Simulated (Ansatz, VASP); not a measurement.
One calculation of HgTe, two programs

INCAR

```
SYSTEM = HgTe
PREC     = Accurate       ! precision mode
ENCUT    = 520            ! plane-wave cutoff, eV
EDIFF    = 1E-7           ! SCF threshold, eV
ISMEAR   = -1             ! smearing method
SIGMA    = 0.03           ! smearing width, eV
LREAL    = .FALSE.        ! projectors in reciprocal space
LASPH    = .TRUE.         ! aspherical terms in the spheres
NELM     = 60             ! most SCF steps
ALGO     = Normal         ! electronic algorithm
ISIF     = 2              ! what is computed and relaxed
LWAVE    = .FALSE.        ! write WAVECAR
LCHARG   = .FALSE.        ! write CHGCAR
GGA      = CA             ! functional
NBANDS   = 16             ! bands
```

KPOINTS

```
Automatic mesh
0
G
  11 11 11
  0 0 0
```

POSCAR

```
HgTe
1.0
    0.0000000000      3.2235000000      3.3202050000
    3.2235000000      0.0000000000      3.3202050000
    3.2235000000      3.2235000000      0.0000000000
Hg Te
1 1
Direct
    0.0000000000      0.0000000000      0.0000000000
    0.7500000000      0.7500000000      0.7500000000
```

Input for Ansatz:

```yaml
crystal:
  lattice:
    - [0.0, 3.2235, 3.320205]
    - [3.2235, 0.0, 3.320205]
    - [3.2235, 3.2235, 0.0]
  atoms:
    - { symbol: Hg, position: [0.0, 0.0, 0.0] }
    - { symbol: Te, position: [0.75, 0.75, 0.75] }
kpoints:
  mp_grid: { grid: [11, 11, 11] }
  band_path:
    path:
      - [0.0, 0.0, 0.0]
      - [0.5, 0.0, 0.5]
      - [0.75, 0.25, 0.5]
      - [0.5, 0.5, 0.5]
      - [0.0, 0.0, 0.0]
      - [0.5, 0.5, 0.0]
      - [0.6321755114, 0.6321755114, 0.2643510227]
      - [0.3678244886, 0.3678244886, 0.7356489773]
      - [0.0, 0.0, 0.0]
    npoints: 5
scf:
  occupations: { method: fermi_dirac, width: 0.03 }
hamiltonian:
  xc: lda
  pseudopotentials: { kind: all_electron, lapw: { basis_error: 0.0005 } }
output:
  forces: true
  stress: true
  eigenvalues: true
```

Change from the starting cell: zz strain of +3 %.

Alike in both runs: task single point; functional LDA; k mesh 11 × 11 × 11; occupations fermi-dirac, width 0.03 eV; no spin polarisation.

|  | VASP | Ansatz |
| --- | --- | --- |
| version | VASP 6.6.1 | Ansatz 0.2.0 |
| potentials or method | VASP PAW LDA potentials, release 64 (Hg, Te), cutoff 520 eV | all-electron LAPW, scalar-relativistic |

|  | VASP | Ansatz | Ansatz less VASP |
| --- | --- | --- | --- |
| pressure (GPa) | -1.3 | -1.5 | -0.21 |
| traceless stress, the component that is largest in VASP (GPa) | -0.37 | -0.37 | -0.003 |

LDA's correlation is that of Perdew and Zunger in VASP and of Perdew and Wang (1992) in Ansatz. Ansatz ran all-electron here, and VASP with PAW potentials.

Spin-orbit coupling is off throughout.
